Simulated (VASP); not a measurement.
# Ba (Im-3m) in VASP: notebook, part 2 of 2

VASP 6.6.1.

## Step 3: Single point, PBE (58.05 Å³/atom)

This run uses another cell than the first one, of 58.05 Å³/atom.

Contents of INCAR:

```
SYSTEM = Ba
  ALGO = Fast
  EDIFF = 1E-7
  ENCUT = 520
  GGA = PE
  ISIF = 2
  ISMEAR = -5
  LASPH = .TRUE.
  LCHARG = .FALSE.
  LREAL = .FALSE.
  LWAVE = .FALSE.
  NBANDS = 11
  NELM = 60
  PREC = Accurate
  SIGMA = 0.05
```

Contents of KPOINTS:

```
k-points
0
G
  8 8 8
  0 0 0
```

Contents of POSCAR:

```
Ba
1.0
   -2.4392062876      2.4392062876      2.4392062876
    2.4392062876     -2.4392062876      2.4392062876
    2.4392062876      2.4392062876     -2.4392062876
Ba
1
Direct
    0.0000000000      0.0000000000      0.0000000000
```

Potentials or basis: VASP PAW PBE potentials, release 64 (Ba_sv).

The run is started by

```bash
cat potpaw_PBE.64/Ba_sv/POTCAR > POTCAR
mpirun -np 1 vasp_std > vasp.out
```

OUTCAR:

```text
SYSTEM = Ba
   EDIFF = 1E-7
   ENCUT = 520
   GGA = PE
   ISIF = 2
   ISMEAR = -5
   LASPH = .TRUE.
   LREAL = .FALSE.
   NELM = 60
   PREC = Accurate

 ion  position               nearest neighbor table
   1  0.000  0.000  0.000-

  LATTYP: Found a body centered cubic cell.
 ALAT       =     4.8784125752

  Lattice vectors:

 A1 = (  -2.4392062876,   2.4392062876,   2.4392062876)
 A2 = (   2.4392062876,  -2.4392062876,   2.4392062876)
 A3 = (   2.4392062876,   2.4392062876,  -2.4392062876)

Analysis of symmetry for initial positions (statically):
=====================================================================
 Subroutine PRICEL returns:
 Original cell was already a primitive cell.

 Routine SETGRP: Setting up the symmetry group for a
 body centered cubic supercell.

 Subroutine GETGRP returns: Found 48 space group operations
 (whereof 48 operations were pure point group operations)
 out of a pool of 48 trial point group operations.

The static configuration has the point symmetry O_h .

Analysis of symmetry for dynamics (positions and initial velocities):
=====================================================================
 Subroutine PRICEL returns:
 Original cell was already a primitive cell.

 Routine SETGRP: Setting up the symmetry group for a
 body centered cubic supercell.

 Subroutine GETGRP returns: Found 48 space group operations
 (whereof 48 operations were pure point group operations)
 out of a pool of 48 trial point group operations.

The dynamic configuration has the point symmetry O_h .

 Subroutine INISYM returns: Found 48 space group operations
 (whereof 48 operations are pure point group operations),
 and found     1 'primitive' translations

----------------------------------------------------------------------------------------

                                     Primitive cell

  volume of cell :      58.0504

  direct lattice vectors                    reciprocal lattice vectors
    -2.439206288  2.439206288  2.439206288     0.000000000  0.204984713  0.204984713
     2.439206288 -2.439206288  2.439206288     0.204984713  0.000000000  0.204984713
     2.439206288  2.439206288 -2.439206288     0.204984713  0.204984713  0.000000000

  length of vectors
     4.224829220  4.224829220  4.224829220     0.289892161  0.289892161  0.289892161

  position of ions in fractional coordinates (direct lattice)
     0.000000000  0.000000000  0.000000000

  ion indices of the primitive-cell ions
   primitive index   ion index
                 1           1

----------------------------------------------------------------------------------------

 KPOINTS: k-points

Automatic generation of k-mesh.
 Grid dimensions read from file:
 generate k-points for:    8    8    8

 Generating k-lattice:

  Cartesian coordinates                     Fractional coordinates (reciprocal lattice)
     0.000000000  0.025623089  0.025623089     0.125000000  0.000000000  0.000000000
     0.025623089  0.000000000  0.025623089     0.000000000  0.125000000  0.000000000
     0.025623089  0.025623089  0.000000000     0.000000000  0.000000000  0.125000000

  Length of vectors
     0.036236520  0.036236520  0.036236520

  Shift w.r.t. Gamma in fractional coordinates (k-lattice)
     0.000000000  0.000000000  0.000000000

 TETIRR: Found    513 inequivalent tetrahedra from     3072

 Subroutine IBZKPT returns following result:
 ===========================================

 Found     29 irreducible k-points:

 Following reciprocal coordinates:
            Coordinates               Weight
  0.000000  0.000000  0.000000      1.000000
  0.125000  0.000000  0.000000     12.000000
  0.250000  0.000000  0.000000     12.000000
  0.375000  0.000000  0.000000     12.000000
  0.500000  0.000000  0.000000      6.000000
  0.125000  0.125000  0.000000     24.000000
[... 16 lines left out ...]
 -0.250000  0.250000  0.250000      6.000000
 -0.375000  0.375000  0.250000     24.000000
 [... further k-points ...]
   k-points           NKPTS =     29   k-points in BZ     NKDIM =     29   number of bands    NBANDS=     11
   number of dos      NEDOS =    301   number of ions     NIONS =      1
   total plane-waves  NPLWV =  32768
   dimension x,y,z NGX =    32 NGY =   32 NGZ =   32
   dimension x,y,z NGXF=    64 NGYF=   64 NGZF=   64
   ions per type =               1
   NGX,Y,Z   is equivalent  to a cutoff of  12.59, 12.59, 12.59 a.u.
   NGXF,Y,Z  is equivalent  to a cutoff of  25.18, 25.18, 25.18 a.u.
 SYSTEM =  Ba
   PREC   = accura    normal or accurate (medium, high low for compatibility)
   ISTART =      0    job   : 0-new  1-cont  2-samecut
   ICHARG =      2    charge: 1-file 2-atom 10-const
   ISPIN  =      1    spin polarized calculation?
   LNONCOLLINEAR =      F non collinear calculations
   LSORBIT =      F    spin-orbit coupling
   LASPH  =      T    aspherical Exc in radial PAW
   ENCUT  =  520.0 eV  38.22 Ry    6.18 a.u.   7.86  7.86  7.86*2*pi/ulx,y,z
   NELM   =     60;   NELMIN=  2; NELMDL= -5     # of ELM steps
   EDIFF  = 0.1E-06   stopping-criterion for ELM
   LREAL  =      F    real-space projection
   EDIFFG = 0.1E-05   stopping-criterion for IOM
   NSW    =      0    number of steps for IOM
   IBRION =     -1    ionic relax: 0-MD 1-quasi-New 2-CG
   NFREE  =      0    steps in history (QN), initial steepest desc. (CG)
   ISIF   =      2    stress and relaxation
   ISYM   =      2    0-nonsym 1-usesym 2-fastsym
   POTIM  = 0.5000    time-step for ionic-motion
   TEBEG  =    0.0;   TEEND  =   0.0 temperature during run
   PSTRESS=    0.0 pullay stress
   NELECT =      10.0000    total number of electrons
   NUPDOWN=      -1.0000    fix difference up-down
   EMIN   =  10.00;   EMAX   =-10.00  energy-range for DOS
   EFERMI =   0.00;   METHOD = LEGACY
   ISMEAR =    -5;   SIGMA  =   0.05  broadening in eV -4-tet -1-fermi 0-gaus
   EFERMI_NEDOS =   21; number of points for ismear=-14 and -15
   IALGO  =     68    algorithm
   IMIX   =      4    mixing-type and parameters
     AMIX     =   0.40;   BMIX     =  1.00
     AMIX_MAG =   1.60;   BMIX_MAG =  1.00
  volume/ion in A,a.u.               =      58.05       391.74
  Fermi-wavevector in a.u.,A,eV,Ry     =   0.910905  1.721360 11.289400  0.829747
  Thomas-Fermi vector in A             =   2.035122
   LORBIT       =      0    0 simple, 1 ext, 2 COOP (PROOUT), +10 PAW based schemes
   GGA     = PE    functional components
   LHFCALC =     F    Hartree Fock is set to
   AEXX    =    0.0000 exact exchange contribution
   IVDW    =     0    specifies the selected vdW correction
   LEPSILON=     F    determine dielectric tensor
   LRPA    =     F    only Hartree local field effects (RPA)
 non-spin polarized calculation
 RMM-DIIS sequential band-by-band and
 Fermi weights with tetrahedron method with Bloechl corrections
  energy-cutoff  :      520.00
  volume of cell :       58.05
 maximum number of plane-waves:      1589
   NGX = 15   NGY = 15   NGZ = 15

 number of electron      10.0000001 magnetization

 Free energy of the ion-electron system (eV)
  ---------------------------------------------------
  ext. energy  EPLUGINS =         0.00000000
  ---------------------------------------------------
  free energy    TOTEN  =        -1.89544727 eV

  energy without entropy =       -1.89544727  energy(sigma->0) =       -1.89544727

 E-fermi :   1.8756     XC(G=0):  -7.6751

 val. band max:        1.7902449491   @ k =   0.3750   0.2500   0.0000
 cond. band min:       1.7994463261   @ k =  -0.3750   0.5000   0.2500
 fundamental gap:      0.0092013770
 Fermi energy:         1.8755904557

 k-point     1 :       0.0000    0.0000    0.0000
  band No.  band energies     occupation
      1     -26.8236      2.00000
      2     -11.7194      2.00000
      3     -11.7194      2.00000
      4     -11.7194      2.00000
      5      -0.8583      2.00000
      6       3.8476      0.00000
      7       3.8476      0.00000
      8       3.8476      0.00000
      9       5.3646      0.00000
     10       5.3646      0.00000
     11       9.1018      0.00000
[... 309 lines left out ...]
 k-point    24 :      -0.3750    0.3750    0.2500
  band No.  band energies     occupation
      1     -26.7470      2.00000
      2     -12.1631      2.00000
      3     -11.9916      2.00000
      4     -11.9391      2.00000
      5       1.6260      2.00047
      6       2.1166      0.02517
      7       3.9232      0.00000
      8       4.1762      0.00000
      9       5.8040      0.00000
     10       6.1790      0.00000
     11       9.6567      0.00000

 [... further k-points ...]

------------------------ aborting loop because EDIFF is reached ----------------------------------------

  FORCE on cell =-STRESS in cart. coord.  units (eV):
  Direction    XX          YY          ZZ          XY          YZ          ZX
  --------------------------------------------------------------------------------------
  -------------------------------------------------------------------------------------
  Total        0.3385356      0.3385356      0.3385356      0.0000000      0.0000000      0.0000000
  in kB        9.3434939      9.3434939      9.3434939      0.0000000      0.0000000      0.0000000
  external PRESSURE =       9.3434939 kB  Pullay stress =       0.0000000 kB

 VOLUME and BASIS-vectors are now :
 -----------------------------------------------------------------------------
  energy-cutoff  :      520.00
  volume of cell :       58.05
      direct lattice vectors                 reciprocal lattice vectors
    -2.439206288  2.439206288  2.439206288     0.000000000  0.204984713  0.204984713
     2.439206288 -2.439206288  2.439206288     0.204984713  0.000000000  0.204984713
     2.439206288  2.439206288 -2.439206288     0.204984713  0.204984713  0.000000000

 POSITION                                       TOTAL-FORCE (eV/Angst)
 -----------------------------------------------------------------------------------
      0.00000      0.00000      0.00000         0.000000      0.000000     -0.000000
 -----------------------------------------------------------------------------------
    total drift:                                0.000000      0.000000     -0.000000

  FREE ENERGIE OF THE ION-ELECTRON SYSTEM (eV)
  ---------------------------------------------------
  free  energy   TOTEN  =        -1.8954472709 eV

  energy  without entropy=       -1.8954472709  energy(sigma->0) =       -1.89544727
```

OSZICAR:

```text
N       E                     dE             d eps       ncg     rms          rms(c)
DAV:   1     0.522538943461E+02    0.52254E+02   -0.43468E+03   638   0.758E+02
DAV:   2     0.666338001418E+00   -0.51588E+02   -0.50106E+02   745   0.139E+02
DAV:   3    -0.184026765080E+01   -0.25066E+01   -0.24935E+01   833   0.302E+01
DAV:   4    -0.189537286881E+01   -0.55105E-01   -0.54967E-01   781   0.439E+00
DAV:   5    -0.189762948387E+01   -0.22566E-02   -0.22517E-02   883   0.633E-01    0.179E+00
RMM:   6    -0.189558950982E+01    0.20400E-02   -0.31865E-03   689   0.571E-01    0.107E+00
RMM:   7    -0.189502147204E+01    0.56804E-03   -0.83708E-03   743   0.100E+00    0.403E-02
RMM:   8    -0.189539070385E+01   -0.36923E-03   -0.15998E-03   857   0.251E-01    0.193E-02
RMM:   9    -0.189543369413E+01   -0.42990E-04   -0.23876E-04   932   0.707E-02    0.121E-02
RMM:  10    -0.189544402614E+01   -0.10332E-04   -0.42770E-05   892   0.468E-02    0.695E-03
RMM:  11    -0.189544643724E+01   -0.24111E-05   -0.89875E-06   952   0.145E-02    0.313E-03
RMM:  12    -0.189544745507E+01   -0.10178E-05   -0.22942E-06   898   0.103E-02    0.168E-03
RMM:  13    -0.189544721543E+01    0.23965E-06   -0.61625E-07   772   0.414E-03    0.792E-04
RMM:  14    -0.189544727087E+01   -0.55445E-07   -0.12241E-07   578   0.178E-03
   1 F= -.18954473E+01 E0= -.18954473E+01  d E =0.000000E+00
```

stdout:

```text
POSCAR found type information on POSCAR Ba
 POSCAR found :  1 types and       1 ions
 scaLAPACK will be used
 LDA part: xc-table for (Slater+PW92), standard interpolation
 POSCAR, INCAR and KPOINTS ok, starting setup
 FFT: planning ... GRIDC
 FFT: planning ... GRID_SOFT
 FFT: planning ... GRID
 WAVECAR not read
 entering main loop
 -----------------------------------------------------------------------------
|                                                                             |
|           W    W    AA    RRRRR   N    N  II  N    N   GGGG   !!!           |
|           W    W   A  A   R    R  NN   N  II  NN   N  G    G  !!!           |
|           W    W  A    A  R    R  N N  N  II  N N  N  G       !!!           |
|           W WW W  AAAAAA  RRRRR   N  N N  II  N  N N  G  GGG   !            |
|           WW  WW  A    A  R   R   N   NN  II  N   NN  G    G                |
|           W    W  A    A  R    R  N    N  II  N    N   GGGG   !!!           |
|                                                                             |
|     Tetrahedron method does not include variations of the Fermi             |
|     occupations, so forces and stress will be inaccurate. We suggest        |
|     using a different smearing scheme ISMEAR = 1 or 2 for metals in         |
|     relaxations.                                                            |
|                                                                             |
 -----------------------------------------------------------------------------
```

It took 33 s on 1 thread of AMD EPYC 7R13, shared host; peak memory 0.15 GiB.

What came out:

```
Free energy            : -1.8954 eV
Pressure               : 0.9 GPa
Band gap on the k mesh : zero (bands 5 and 6 overlap by 1.26 eV)
```

Levels at points of the mesh, in eV from the Fermi level:
```tsv
k point	band 2	band 3	band 4	band 5	band 6	band 7	band 8	band 9
(0.00, 0.00, 0.00)	-13.59	-13.59	-13.59	-2.73	1.97	1.97	1.97	3.49
(0.50, 0.00, 0.00)	-14.19	-13.78	-13.60	-0.90	0.73	1.57	3.50	4.11
(0.50, 0.50, 0.50)	-14.00	-14.00	-14.00	-0.61	-0.61	4.83	4.83	4.83
```

Caveat: spin-orbit coupling is left out, which moves the levels of the heavy elements; tetrahedron occupations give inexact forces and stress in metals.
